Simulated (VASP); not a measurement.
A run of VASP 6.6.1 is set up as follows.

The input INCAR:

```
SYSTEM = LaSi2C2
  ALGO = Normal
  EDIFF = 1E-6
  ENCUT = 520
  GGA = PE
  ISIF = 2
  ISMEAR = -1
  LASPH = .True.
  LCHARG = .False.
  LREAL = .False.
  LWAVE = .False.
  NBANDS = 38
  NELM = 60
  PREC = Accurate
  SIGMA = 0.005
```

The input KPOINTS:

```
k-points
0
Gamma
  4 4 2
  0 0 0
```

File POSCAR:

```
LaSi2C2
1.0
    4.1524660000      0.0000000000      0.0000000000
    0.0000000000      4.1524660000      0.0000000000
    0.0000000000      0.0000000000      8.6092660000
C La Si
4 2 4
Direct
    0.1730000000      0.5000000000      0.2500000000
    0.5000000000      0.8270000000      0.7500000000
    0.8270000000      0.5000000000      0.2500000000
    0.5000000000      0.1730000000      0.7500000000
    0.0000000000      0.0000000000      0.0000000000
    0.0000000000      0.0000000000      0.5000000000
    0.5000000000      0.2260000000      0.2500000000
    0.2260000000      0.5000000000      0.7500000000
    0.5000000000      0.7740000000      0.2500000000
    0.7740000000      0.5000000000      0.7500000000
```

Potentials or basis: VASP PAW PBE potentials, release 64 (C, La, Si).

Launch:

```bash
$ cat potpaw_PBE.64/C/POTCAR potpaw_PBE.64/La/POTCAR potpaw_PBE.64/Si/POTCAR > POTCAR
$ mpirun -np 1 vasp_std > vasp.out
```

Q: What does it give for the pressure?

A: 23.4 GPa.

Q: Predict the largest force.

A: 4.212 eV/Å.

Q: Predict the band gap on the k mesh.

A: Zero (bands 27 and 28 overlap by 1.20 eV).

Stress tensor (GPa, compression positive):
```
36.97  0.00  0.00
 0.00 36.97  0.00
 0.00  0.00 -3.77
```

Caveat: the k points lie up to 0.38 Å⁻¹ apart, too coarse for converged energies and pressures of a metal; spin-orbit coupling is left out, which moves the levels of the heavy elements; forces of over 1 eV/Å act on the atoms, so gaps and moduli don't describe the material at rest.
